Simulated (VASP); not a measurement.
Input of a VASP 6.6.1 run:

The input INCAR:

```
PREC = Accurate ; ENCUT = 520
EDIFF = 1E-8 ; ISMEAR = -1
SIGMA = 0.01 ; LREAL = False
LASPH = True ; NELM = 60
ALGO = Normal ; ISIF = 2
LWAVE = False ; LCHARG = False
GGA = PS ; LEFG = True
NBANDS = 15
```

File KPOINTS:

```
regular mesh
0
Gamma
  9 9 9
```

The input POSCAR:

```
KF
1.0
    0.0000000000      2.6823821250      2.6823821250
    2.6823821250      0.0000000000      2.6823821250
    2.6823821250      2.6823821250      0.0000000000
K F
1 1
Direct
    0.0000000000      0.0000000000      0.0000000000
    0.5000000000      0.5000000000      0.5000000000
```

Potentials or basis: VASP PAW PBE potentials, release 64 (K_sv, F).

Run with:

```bash
$ cat potpaw_PBE.64/K_sv/POTCAR potpaw_PBE.64/F/POTCAR > POTCAR
$ mpirun -np 1 vasp_std > vasp.out
```

Task: What does it give for the band gap on the k mesh?

Result: 5.97 eV, direct.

Task: Predict the pressure.

Result: -1.0 GPa.

Caveat: without QUAD_EFG the Cq values of the log hold for a quadrupole moment of 1 mb, not for the nuclei; the PAW data sets were made with another functional, which shifts forces and pressure a little. A k mesh can miss the band edges.
